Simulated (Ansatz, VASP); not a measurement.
## B2Te: VASP beside Ansatz

```xyz
3
Lattice="4.6710 0.0000 0.0000 0.0000 4.6710 0.0000 0.0000 0.0000 2.7086" Properties=species:S:1:pos:R:3 pbc="T T T"
B     0.0000    2.3355    0.0000
B     2.3355    0.0000    0.0000
Te    0.0000    0.0000    0.0000
```

Alike in both runs: functional PBE; k mesh 4 × 4 × 8; occupations gaussian, width 0.1 eV; no spin polarisation.

Ansatz relaxed the structure, and its values are those at the end. VASP's run is a single point on that final structure, the one shown.

|  | VASP | Ansatz |
| --- | --- | --- |
| version | VASP 6.6.1 | Ansatz 0.2.0 |
| potentials or method | VASP PAW PBE potentials, release 64 (B, Te), cutoff 520 eV | scalar-relativistic, plane waves, PAW |
| valence electrons in the cell | 12 | 22 |

Ansatz gave:

| Quantity | Value |
| --- | --- |
| gap on the k mesh at the Fermi level (eV) | none |
| pressure (GPa) | 0.0 |

Which values does VASP return?

gap on the k mesh at the Fermi level (eV): none; pressure (GPa): 0.2.

A gap of «none» marks a metal or a gap that the smearing closes. VASP's potentials hold 12 valence electrons a cell and Ansatz's 22, so a difference there can come from the potentials and not from the codes.

Spin-orbit coupling is off throughout.
